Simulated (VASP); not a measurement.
# Al2Cu (P4/mmm) in VASP: a series of runs

Al2Cu is run at these levels: r2SCAN; tasks: single point.

Everything below comes from runs of VASP 6.6.1. Logs are shortened: lines on timing, memory, paths and dates and some standing lists are left out, and cuts for length are marked.

## Step 1: The cell of the first run

The structure is tetragonal, space group P4/mmm (No. 123). The conventional cell has a = 4.105 Å, b = 4.105 Å, c = 2.891 Å, α = 90.00°, β = 90.00°, γ = 90.00°. Al (site symmetry mmm) has 4 Cu at 2.51 Å and 6 Al at 2.89 to 2.90 Å within 3.3 Å. Cu (site symmetry 4/mmm) has 8 Al at 2.51 Å and 2 Cu at 2.89 Å within 3.3 Å.

## Step 2: Single point, r2SCAN

POSCAR reads:

```
Al2Cu
1.0
    4.1051820000      0.0000000000      0.0000000000
    0.0000000000      4.1051820000      0.0000000000
    0.0000000000      0.0000000000      2.8913130000
Al Cu
2 1
Direct
    0.5000000000      0.0000000000      0.5000000000
    0.0000000000      0.5000000000      0.5000000000
    0.0000000000      0.0000000000      0.0000000000
```

INCAR.step1 reads:

```
SYSTEM = Al2Cu
  PREC = Accurate
  ENCUT = 520
  ISMEAR = 1
  SIGMA = 0.01
  LREAL = .False.
  LASPH = .True.
  NELM = 100
  NBANDS = 16
  GGA = PE
  ALGO = Normal
  EDIFF = 1E-4
  LWAVE = .True.
  LCHARG = .False.
```

INCAR.step2 reads:

```
SYSTEM = Al2Cu
  PREC = Accurate
  ENCUT = 520
  EDIFF = 1E-6
  ISMEAR = 1
  SIGMA = 0.01
  LREAL = .False.
  LASPH = .True.
  NELM = 100
  ALGO = Normal
  ISIF = 2
  LWAVE = .False.
  LCHARG = .False.
  METAGGA = R2SCAN
  LMIXTAU = .True.
  NBANDS = 16
  ISTART = 1
```

KPOINTS reads:

```
regular mesh
0
Gamma
  10 10 14
  0 0 0
```

Potentials or basis: VASP PAW PBE potentials, release 64 (Al, Cu).

Run with:

```bash
$ cat potpaw_PBE.64/Al/POTCAR potpaw_PBE.64/Cu/POTCAR > POTCAR
$ cp INCAR.step1 INCAR
$ mpirun -np 1 vasp_std > vasp.out
$ cp INCAR.step2 INCAR
$ mpirun -np 1 vasp_std > vasp.out
```

OUTCAR:

```text
SYSTEM = Al2Cu
   PREC = Accurate
   ENCUT = 520
   EDIFF = 1E-6
   ISMEAR = 1
   LREAL = .False.
   LASPH = .True.
   NELM = 100
   ISIF = 2
   METAGGA = R2SCAN
   ISTART = 1

 ion  position               nearest neighbor table
   1  0.500  0.000  0.500-   3 2.51   3 2.51   3 2.51   3 2.51   2 2.90   2 2.90   2 2.90   2 2.90

   2  0.000  0.500  0.500-   3 2.51   3 2.51   3 2.51   3 2.51   1 2.90   1 2.90   1 2.90   1 2.90

   3  0.000  0.000  0.000-   1 2.51   2 2.51   1 2.51   2 2.51   2 2.51   2 2.51   1 2.51   1 2.51

  LATTYP: Found a simple tetragonal cell.
 ALAT       =     4.1051820000
 C/A-ratio  =     0.7043081159

  Lattice vectors:

 A1 = (   4.1051820000,   0.0000000000,   0.0000000000)
 A2 = (   0.0000000000,   4.1051820000,   0.0000000000)
 A3 = (   0.0000000000,   0.0000000000,   2.8913130000)

Analysis of symmetry for initial positions (statically):
=====================================================================
 Subroutine PRICEL returns:
 Original cell was already a primitive cell.

 Routine SETGRP: Setting up the symmetry group for a
 simple tetragonal supercell.

 Subroutine GETGRP returns: Found 16 space group operations
 (whereof 16 operations were pure point group operations)
 out of a pool of 16 trial point group operations.

The static configuration has the point symmetry D_4h.

Analysis of symmetry for dynamics (positions and initial velocities):
=====================================================================
 Subroutine PRICEL returns:
 Original cell was already a primitive cell.

 Routine SETGRP: Setting up the symmetry group for a
 simple tetragonal supercell.

 Subroutine GETGRP returns: Found 16 space group operations
 (whereof 16 operations were pure point group operations)
 out of a pool of 16 trial point group operations.

The dynamic configuration has the point symmetry D_4h.

 Subroutine INISYM returns: Found 16 space group operations
 (whereof 16 operations are pure point group operations),
 and found     1 'primitive' translations

----------------------------------------------------------------------------------------

                                     Primitive cell

  volume of cell :      48.7259

  direct lattice vectors                    reciprocal lattice vectors
     4.105182000  0.000000000  0.000000000     0.243594559  0.000000000  0.000000000
     0.000000000  4.105182000  0.000000000     0.000000000  0.243594559  0.000000000
     0.000000000  0.000000000  2.891313000     0.000000000  0.000000000  0.345863627

  length of vectors
     4.105182000  4.105182000  2.891313000     0.243594559  0.243594559  0.345863627

  position of ions in fractional coordinates (direct lattice)
     0.500000000  0.000000000  0.500000000
     0.000000000  0.500000000  0.500000000
     0.000000000  0.000000000  0.000000000

  ion indices of the primitive-cell ions
   primitive index   ion index
                 1           1
                 2           2
                 3           3

----------------------------------------------------------------------------------------

 KPOINTS: regular mesh

Automatic generation of k-mesh.
 Grid dimensions read from file:
 generate k-points for:   10   10   14

 Generating k-lattice:

  Cartesian coordinates                     Fractional coordinates (reciprocal lattice)
     0.024359456  0.000000000  0.000000000     0.100000000  0.000000000  0.000000000
     0.000000000  0.024359456  0.000000000     0.000000000  0.100000000  0.000000000
     0.000000000  0.000000000  0.024704545     0.000000000  0.000000000  0.071428571

  Length of vectors
     0.024359456  0.024359456  0.024704545

  Shift w.r.t. Gamma in fractional coordinates (k-lattice)
     0.000000000  0.000000000  0.000000000

 Subroutine IBZKPT returns following result:
 ===========================================

 Found    168 irreducible k-points:

 Following reciprocal coordinates:
            Coordinates               Weight
  0.000000  0.000000  0.000000      1.000000
  0.100000  0.000000  0.000000      4.000000
  0.200000  0.000000  0.000000      4.000000
  0.300000  0.000000  0.000000      4.000000
  0.400000  0.000000  0.000000      4.000000
  0.500000  0.000000  0.000000      2.000000
[... 16 lines left out ...]
  0.100000  0.000000  0.071429      8.000000
  0.200000  0.000000  0.071429      8.000000
 [... further k-points ...]
   k-points           NKPTS =    168   k-points in BZ     NKDIM =    168   number of bands    NBANDS=     16
   number of dos      NEDOS =    301   number of ions     NIONS =      3
   total plane-waves  NPLWV =  24576
   dimension x,y,z NGX =    32 NGY =   32 NGZ =   24
   dimension x,y,z NGXF=    64 NGYF=   64 NGZF=   48
   ions per type =               2   1
   NGX,Y,Z   is equivalent  to a cutoff of  12.96, 12.96, 13.80 a.u.
   NGXF,Y,Z  is equivalent  to a cutoff of  25.92, 25.92, 27.60 a.u.
 SYSTEM =  Al2Cu
   PREC   = accura    normal or accurate (medium, high low for compatibility)
   ISTART =      1    job   : 0-new  1-cont  2-samecut
   ICHARG =      0    charge: 1-file 2-atom 10-const
   ISPIN  =      1    spin polarized calculation?
   LNONCOLLINEAR =      F non collinear calculations
   LSORBIT =      F    spin-orbit coupling
   LASPH  =      T    aspherical Exc in radial PAW
   ENCUT  =  520.0 eV  38.22 Ry    6.18 a.u.   7.63  7.63  5.38*2*pi/ulx,y,z
   NELM   =    100;   NELMIN=  2; NELMDL=  0     # of ELM steps
   EDIFF  = 0.1E-05   stopping-criterion for ELM
   LREAL  =      F    real-space projection
   EDIFFG = 0.1E-04   stopping-criterion for IOM
   NSW    =      0    number of steps for IOM
   IBRION =     -1    ionic relax: 0-MD 1-quasi-New 2-CG
   NFREE  =      0    steps in history (QN), initial steepest desc. (CG)
   ISIF   =      2    stress and relaxation
   ISYM   =      2    0-nonsym 1-usesym 2-fastsym
   POTIM  = 0.5000    time-step for ionic-motion
   TEBEG  =    0.0;   TEEND  =   0.0 temperature during run
   PSTRESS=    0.0 pullay stress
   NELECT =      17.0000    total number of electrons
   NUPDOWN=      -1.0000    fix difference up-down
   EMIN   =  10.00;   EMAX   =-10.00  energy-range for DOS
   EFERMI =   0.00;   METHOD = LEGACY
   ISMEAR =     1;   SIGMA  =   0.01  broadening in eV -4-tet -1-fermi 0-gaus
   EFERMI_NEDOS =   21; number of points for ismear=-14 and -15
   IALGO  =     38    algorithm
   IMIX   =      4    mixing-type and parameters
     AMIX     =   0.40;   BMIX     =  1.00
     AMIX_MAG =   1.60;   BMIX_MAG =  1.00
  volume/ion in A,a.u.               =      16.24       109.61
  Fermi-wavevector in a.u.,A,eV,Ry     =   1.152492  2.177894 18.071765  1.328237
  Thomas-Fermi vector in A             =   2.289142
   LORBIT       =      0    0 simple, 1 ext, 2 COOP (PROOUT), +10 PAW based schemes
   METAGGA = R2SCAN    functional components
   LHFCALC =     F    Hartree Fock is set to
   AEXX    =    0.0000 exact exchange contribution
   IVDW    =     0    specifies the selected vdW correction
   LEPSILON=     F    determine dielectric tensor
   LRPA    =     F    only Hartree local field effects (RPA)
 non-spin polarized calculation
 Methfessel and Paxton  Order N= 1 SIGMA  =   0.01
  energy-cutoff  :      520.00
  volume of cell :       48.73
 maximum number of plane-waves:      1339
 NGX is ok and might be reduce to    32
   NGX = 15   NGY = 15   NGZ = 11

 number of electron      16.9999979 magnetization

 Free energy of the ion-electron system (eV)
  ---------------------------------------------------
  ext. energy  EPLUGINS =         0.00000000
  ---------------------------------------------------
  free energy    TOTEN  =       -24.40598856 eV

  energy without entropy =      -24.40594134  energy(sigma->0) =      -24.40597282

 E-fermi :   7.0518     XC(G=0): -11.1165

 val. band max:        7.0463310478   @ k =   0.5000   0.1000   0.3571
 cond. band min:       7.0523950531   @ k =   0.4000   0.2000   0.2143
 fundamental gap:      0.0060640053
 Fermi energy:         7.0517584319

 k-point     1 :       0.0000    0.0000    0.0000
  band No.  band energies     occupation
      1      -4.0040      2.00000
      2       1.5092      2.00000
      3       2.0213      2.00000
      4       2.6738      2.00000
      5       2.9106      2.00000
      6       2.9106      2.00000
[... 8 lines left out ...]
     15      14.4926      0.00000
     16      20.4637      0.00000

 k-point     2 :       0.1000    0.0000    0.0000
  band No.  band energies     occupation
      1      -3.9146      2.00000
      2       1.4522      2.00000
      3       1.9994      2.00000
      4       2.6461      2.00000
      5       2.9074      2.00000
      6       2.9111      2.00000
[... 8 lines left out ...]
     15      15.8433      0.00000
     16      20.0644      0.00000

 k-point     3 :       0.2000    0.0000    0.0000
  band No.  band energies     occupation
      1      -3.6502      2.00000
      2       1.1401      2.00000
      3       1.9528      2.00000
      4       2.5816      2.00000
      5       2.8990      2.00000
      6       2.9124      2.00000
[... 8 lines left out ...]
     15      17.7284      0.00000
     16      19.1707      0.00000

 k-point     4 :       0.3000    0.0000    0.0000
  band No.  band energies     occupation
      1      -3.2254      2.00000
      2       0.3978      2.00000
      3       1.9387      2.00000
      4       2.5137      2.00000
      5       2.7568      2.00000
      6       2.8888      2.00000
[... 8 lines left out ...]
     15      18.1775      0.00000
     16      19.7708      0.00000

 k-point     5 :       0.4000    0.0000    0.0000
  band No.  band energies     occupation
      1      -2.6946      2.00000
      2      -0.4677      2.00000
      3       1.9504      2.00000
      4       2.4657      2.00000
      5       2.6504      2.00000
      6       2.8805      2.00000
[... 8 lines left out ...]
     15      17.3234      0.00000
     16      19.4168      0.00000

 k-point     6 :       0.5000    0.0000    0.0000
  band No.  band energies     occupation
      1      -2.3479      2.00000
      2      -0.9435      2.00000
      3       1.9575      2.00000
      4       2.4487      2.00000
      5       2.6300      2.00000
      6       2.8774      2.00000
[... 8 lines left out ...]
     15      16.9302      0.00000
     16      18.7988      0.00000
[... 267 lines left out ...]
 k-point    21 :       0.5000    0.5000    0.0000
  band No.  band energies     occupation
      1      -0.4326      2.00000
      2       0.3122      2.00000
      3       0.3122      2.00000
      4       1.4470      2.00000
      5       2.5971      2.00000
      6       2.7267      2.00000
[... 8 lines left out ...]
     15      17.9394      0.00000
     16      18.0141      0.00000

 k-point    22 :       0.0000    0.0000    0.0714
  band No.  band energies     occupation
      1      -3.9062      2.00000
      2       1.5409      2.00000
      3       2.0560      2.00000
      4       2.6831      2.00000
      5       2.8095      2.00000
      6       2.8095      2.00000
[... 8 lines left out ...]
     15      15.9482      0.00000
     16      19.5448      0.00000

 k-point    23 :       0.1000    0.0000    0.0714
  band No.  band energies     occupation
      1      -3.8170      2.00000
      2       1.4854      2.00000
      3       2.0351      2.00000
      4       2.6537      2.00000
      5       2.7965      2.00000
      6       2.8167      2.00000
[... 8 lines left out ...]
     15      16.3885      0.00000
     16      18.9174      0.00000

 k-point    24 :       0.2000    0.0000    0.0714
  band No.  band energies     occupation
      1      -3.5529      2.00000
      2       1.1843      2.00000
      3       1.9885      2.00000
      4       2.5903      2.00000
      5       2.7517      2.00000
      6       2.8275      2.00000
[... 8 lines left out ...]
     15      17.7881      0.00000
     16      17.8970      0.00000

 [... further k-points ...]

------------------------ aborting loop because EDIFF is reached ----------------------------------------

  FORCE on cell =-STRESS in cart. coord.  units (eV):
  Direction    XX          YY          ZZ          XY          YZ          ZX
  --------------------------------------------------------------------------------------
  -------------------------------------------------------------------------------------
  Total       -0.6172351     -0.6172351     -0.8515863      0.0000000      0.0000000      0.0000000
  in kB      -20.2955696    -20.2955696    -28.0013720      0.0000000      0.0000000      0.0000000
  external PRESSURE =     -22.8641704 kB  Pullay stress =       0.0000000 kB

 VOLUME and BASIS-vectors are now :
 -----------------------------------------------------------------------------
  energy-cutoff  :      520.00
  volume of cell :       48.73
      direct lattice vectors                 reciprocal lattice vectors
     4.105182000  0.000000000  0.000000000     0.243594559  0.000000000  0.000000000
     0.000000000  4.105182000  0.000000000     0.000000000  0.243594559  0.000000000
     0.000000000  0.000000000  2.891313000     0.000000000  0.000000000  0.345863627

 POSITION                                       TOTAL-FORCE (eV/Angst)
 -----------------------------------------------------------------------------------
      2.05259      0.00000      1.44566         0.000000      0.000000      0.000000
      0.00000      2.05259      1.44566         0.000000      0.000000      0.000000
      0.00000      0.00000      0.00000         0.000000      0.000000      0.000000
 -----------------------------------------------------------------------------------
    total drift:                               -0.000000     -0.000000      0.000000

  FREE ENERGIE OF THE ION-ELECTRON SYSTEM (eV)
  ---------------------------------------------------
  free  energy   TOTEN  =       -24.4059885583 eV

  energy  without entropy=      -24.4059413423  energy(sigma->0) =      -24.40597282
```

Run time: 2.5 min. Hardware: 1 thread of Intel Xeon 6975P-C (Granite Rapids), shared host; peak memory 0.26 GiB.

What came out:

| Quantity | Value |
| --- | --- |
| Free energy | -24.4060 eV |
| Pressure | -2.3 GPa |
| Band gap on the k mesh | zero (an odd number of electrons rules out a gap without spin polarisation) |

Levels at points of the mesh, in eV from the Fermi level:
```
           k point  band 5  band 6  band 7  band 8  band 9  band 10  band 11  band 12  band 13  band 14
(0.00, 0.00, 0.00)   -4.14   -4.14   -2.52   -2.52    0.10     1.09     6.42     6.68     6.68     7.35
(0.50, 0.00, 0.00)   -4.42   -4.17   -4.14   -1.13    1.67     1.99     2.18     7.88     8.96     9.88
(0.50, 0.50, 0.00)   -4.45   -4.33   -4.17   -4.17   -2.50     8.99     8.99     9.83    10.56    10.89
(0.00, 0.00, 0.50)   -4.89   -4.19   -3.10    2.68    2.68     2.68     2.89     2.89     3.33     4.38
(0.50, 0.00, 0.50)   -4.28   -4.23   -3.20   -2.56   -1.73     3.92     4.19     4.58     5.55     6.43
(0.50, 0.50, 0.50)   -4.03   -3.67   -2.40   -2.40   -0.97    -0.83     0.10     0.10     2.75    12.53
```

Caveat: the PAW data sets were made with another functional, which shifts forces and pressure a little.

## Step 3: Single point, r2SCAN

POSCAR is that of step 2.

INCAR.step1 reads:

```
SYSTEM = Al2Cu
PREC     = Accurate       ! precision mode
ENCUT    = 520            ! plane-wave cutoff, eV
ISMEAR   = 1              ! smearing method
SIGMA    = 0.05           ! smearing width, eV
LREAL    = .False.        ! projectors in reciprocal space
LASPH    = .True.         ! aspherical terms in the spheres
NELM     = 80             ! most SCF steps
NBANDS   = 16             ! bands
GGA      = PE             ! functional
ALGO     = Normal         ! electronic algorithm
EDIFF    = 1E-4           ! SCF threshold, eV
LWAVE    = .True.         ! write WAVECAR
LCHARG   = .False.        ! write CHGCAR
```

INCAR.step2 reads:

```
SYSTEM = Al2Cu
PREC     = Accurate       ! precision mode
ENCUT    = 520            ! plane-wave cutoff, eV
EDIFF    = 1E-6           ! SCF threshold, eV
ISMEAR   = 1              ! smearing method
SIGMA    = 0.05           ! smearing width, eV
LREAL    = .False.        ! projectors in reciprocal space
LASPH    = .True.         ! aspherical terms in the spheres
NELM     = 80             ! most SCF steps
ALGO     = Normal         ! electronic algorithm
ISIF     = 2              ! what is computed and relaxed
LWAVE    = .False.        ! write WAVECAR
LCHARG   = .False.        ! write CHGCAR
METAGGA  = R2SCAN         ! meta-GGA
LMIXTAU  = .True.       
NBANDS   = 16             ! bands
ISTART   = 1
```

KPOINTS reads:

```
Automatic mesh
0
Gamma
  10 10 14
  0 0 0
```

Potentials or basis: VASP PAW PBE potentials, release 64 (Al, Cu).

Run with:

```bash
$ cat potpaw_PBE.64/Al/POTCAR potpaw_PBE.64/Cu/POTCAR > POTCAR
$ cp INCAR.step1 INCAR
$ mpirun -np 1 vasp_std > vasp.out
$ cp INCAR.step2 INCAR
$ mpirun -np 1 vasp_std > vasp.out
```

Run time: 2.5 min. Hardware: 1 thread of Intel Xeon 6975P-C (Granite Rapids), shared host; peak memory 0.26 GiB.

Results (log left out):

```
Free energy            : -24.4061 eV
Pressure               : -2.3 GPa
Band gap on the k mesh : zero (an odd number of electrons rules out a gap without spin polarisation)
```

Stress tensor (GPa, compression positive):
```
-2.03  0.00  0.00
 0.00 -2.03  0.00
 0.00  0.00 -2.83
```

Levels at points of the mesh, in eV from the Fermi level:
```csv
k point,band 5,band 6,band 7,band 8,band 9,band 10,band 11,band 12,band 13,band 14
"(0.00, 0.00, 0.00)",-4.14,-4.14,-2.52,-2.52,0.10,1.09,6.42,6.68,6.68,7.35
"(0.50, 0.00, 0.00)",-4.42,-4.17,-4.13,-1.13,1.67,1.99,2.18,7.88,8.96,9.88
"(0.50, 0.50, 0.00)",-4.45,-4.32,-4.16,-4.16,-2.50,8.99,8.99,9.83,10.56,10.89
"(0.00, 0.00, 0.50)",-4.89,-4.19,-3.10,2.68,2.68,2.68,2.89,2.89,3.33,4.38
"(0.50, 0.00, 0.50)",-4.27,-4.23,-3.20,-2.55,-1.73,3.92,4.19,4.58,5.55,6.43
"(0.50, 0.50, 0.50)",-4.03,-3.67,-2.40,-2.40,-0.97,-0.83,0.10,0.10,2.75,12.53
```

Caveat: the PAW data sets were made with another functional, which shifts forces and pressure a little.
